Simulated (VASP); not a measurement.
Here is a VASP 6.6.1 calculation.

File INCAR:

```
  PREC = Accurate
  ENCUT = 520
  EDIFF = 1E-6
  ISMEAR = -1
  SIGMA = 0.08
  LREAL = False
  LASPH = True
  NELM = 60
  ALGO = Normal
  ISIF = 2
  LWAVE = False
  LCHARG = True
  LDIPOL = True
  IDIPOL = 3
  DIPOL = 0.5 0.5 0.500
  GGA = PS
  LELF = True
  LVHAR = True
  LVACPOTAV = True
  NBANDS = 34
```

File KPOINTS:

```
regular mesh
0
Gamma
  13 13 1
```

The input POSCAR:

```
Pt4Au
1.0
    2.7712080012      0.0000000000      0.0000000000
    0.0000000000      2.7712080012      0.0000000000
    0.0000000000      0.0000000000     23.8382000000
Au Pt
1 4
Direct
    0.0000000000      0.0000000000      0.3382467083
    0.5000000000      0.5000000000      0.4182364288
    0.0000000000      0.0000000000      0.5000000000
    0.5000000000      0.5000000000      0.5817635707
    0.0000000000      0.0000000000      0.6617532922
```

Potentials or basis: VASP PAW PBE potentials, release 64 (Au, Pt).

Launch:

```console
$ cat potpaw_PBE.64/Au/POTCAR potpaw_PBE.64/Pt/POTCAR > POTCAR
$ mpirun -np 1 vasp_std > vasp.out
```

(1) What does it give for the band gap on the k mesh?

(2) What does it give for the largest force?

## Answers

(1) zero (an odd number of electrons rules out a gap without spin polarisation).

(2) 1.127 eV/Å.

Caveat: the PAW data sets were made with another functional, which shifts forces and pressure a little; spin-orbit coupling is left out, which moves the levels of the heavy elements.
